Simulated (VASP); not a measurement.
RePb, 2 atoms in the cell. The structure is cubic, space group Pm-3m (No. 221). The conventional cell has a = 3.374 Å, b = 3.374 Å, c = 3.374 Å, α = 90.00°, β = 90.00°, γ = 90.00°. Re (site symmetry m-3m) has 8 Pb at 2.92 Å and 6 Re at 3.37 Å within 3.8 Å. Pb (site symmetry m-3m) has 8 Re at 2.92 Å and 6 Pb at 3.37 Å within 3.8 Å. 

- Program: VASP 6.6.1
- Task: single point
- Functional: PBE
- Potentials or basis: VASP PAW PBE potentials, release 64 (Re, Pb_d)
- Cutoff: 520 eV
- k mesh: 6 × 6 × 6
- Occupations: gaussian, width 0.1 eV
- Spin: no spin polarisation
- Dipole correction: no
- Further INCAR settings: ALGO = Fast; EDIFF = 1e-06; NBANDS = 18

Potentials or basis: VASP PAW PBE potentials, release 64 (Re, Pb_d).

Launch:

```bash
$ cat potpaw_PBE.64/Re/POTCAR potpaw_PBE.64/Pb_d/POTCAR > POTCAR
$ mpirun -np 1 vasp_std > vasp.out
```

Hardware: 1 thread of Intel(R) Xeon(R) 6975P-C (Granite Rapids) (shared host).

Task: Estimate the wall time of this run.

Result: Run time: 10 s on 1 thread of Intel(R) Xeon(R) 6975P-C (Granite Rapids), on a shared host, peak memory 0.16 GiB. Counts: scf iterations 16, k points 20.
